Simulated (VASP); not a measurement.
Wanted: the native input for a VASP 6.6.1 run.

```
Task                   : single point
Functional             : PBEsol
Potentials or basis    : VASP PAW PBE potentials, release 64 (Zn, N, Sn_d)
Cutoff                 : 520 eV
k mesh                 : 6 × 6 × 4
Occupations            : gaussian, width 0.5 eV
Spin                   : no spin polarisation
Dipole correction      : no
Further INCAR settings : ALGO = Normal; EDIFF = 1e-06; NBANDS = 26
```

The structure of ZnSnN2 lies in POSCAR:

```
ZnSnN2
1.0
    3.2065606148      0.0000000000      0.0000000000
    0.0000000000      3.2065606148      0.0000000000
    0.0000000000      0.0000000000      4.3142270821
Zn N Sn
1 2 1
Direct
    0.0000000000      0.0000000000      0.0000000000
    0.0000000000      0.0000000000      0.5000000000
    0.5000000000      0.5000000000      0.0000000000
    0.5000000000      0.5000000000      0.5000000000
```

The input as run:

INCAR

```
SYSTEM = ZnSnN2
PREC = Accurate
ENCUT = 520
EDIFF = 1E-6
ISMEAR = 0
SIGMA = 0.5
LREAL = .FALSE.
LASPH = .TRUE.
NELM = 60
ALGO = Normal
ISIF = 2
LWAVE = .FALSE.
LCHARG = .FALSE.
GGA = PS
NBANDS = 26
```

KPOINTS

```
regular mesh
0
G
  6 6 4
  0 0 0
```

Potentials or basis: VASP PAW PBE potentials, release 64 (Zn, N, Sn_d).

Run with:

```bash
$ cat potpaw_PBE.64/Zn/POTCAR potpaw_PBE.64/N/POTCAR potpaw_PBE.64/Sn_d/POTCAR > POTCAR
$ mpirun -np 1 vasp_std > vasp.out
```

Results of the run:

* Pressure: 0.9 GPa
* Band gap on the k mesh: zero (band 18 reaches 8.28 eV, above the bottom of band 19 at 6.04 eV)

Caveat: the k points lie up to 0.36 Å⁻¹ apart; the PAW data sets were made with another functional, which shifts forces and pressure a little; spin-orbit coupling is left out, which moves the levels of the heavy elements.

It took 13 s on 1 thread of Intel(R) Xeon(R) Platinum 8559C (Emerald Rapids), with other jobs on the host, peak memory 0.17 GiB.
